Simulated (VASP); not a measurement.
Here is a VASP 6.6.1 calculation.

File INCAR:

```
SYSTEM = BaTiO3
ALGO = Normal
EDIFF = 1E-8
ENCUT = 520
IBRION = 8
ISIF = 2
ISMEAR = 0
LASPH = .True.
LCHARG = .False.
LREAL = .False.
LWAVE = .False.
NBANDS = 28
NELM = 100
NSW = 1
PREC = Accurate
SIGMA = 0.01
```

Contents of KPOINTS:

```
k-points
0
Gamma
  6 6 6
  0 0 0
```

The input POSCAR:

```
BaTiO3
1.0
    4.0456659460      0.0000000000      0.0000000000
    0.0000000000      4.0456659460      0.0000000000
    0.0000000000      0.0000000000      4.0456659460
Ba Ti O
1 1 3
Direct
    0.5000000000      0.5000000000      0.5000000000
    0.0000000000      0.0000000000      0.0000000000
    0.5000000000      0.0000000000      0.0000000000
    0.0000000000      0.5000000000      0.0000000000
    0.0000000000      0.0000000000      0.5000000000
```

Potentials or basis: VASP PAW LDA potentials, release 64 (Ba_sv, Ti_sv, O).

Run with:

```sh
$ cat potpaw_LDA.64/Ba_sv/POTCAR potpaw_LDA.64/Ti_sv/POTCAR potpaw_LDA.64/O/POTCAR > POTCAR
$ mpirun -np 1 vasp_std > vasp.out
```

Q: Estimate the highest phonon frequency at Γ, LO-TO splitting left out.

A: 437 cm⁻¹.

Q: Predict the most unstable mode.

A: 290i cm⁻¹.

Phonon frequencies in cm⁻¹ (negative: imaginary):
| q point | frequencies |
| --- | --- |
| (0.000, 0.000, 0.000) | -290 -290 -290 0 0 0 156 156 156 277 277 277 437 437 437 |

Caveat: the cell stands under pressure or tension, which shifts response properties; some modes are imaginary.
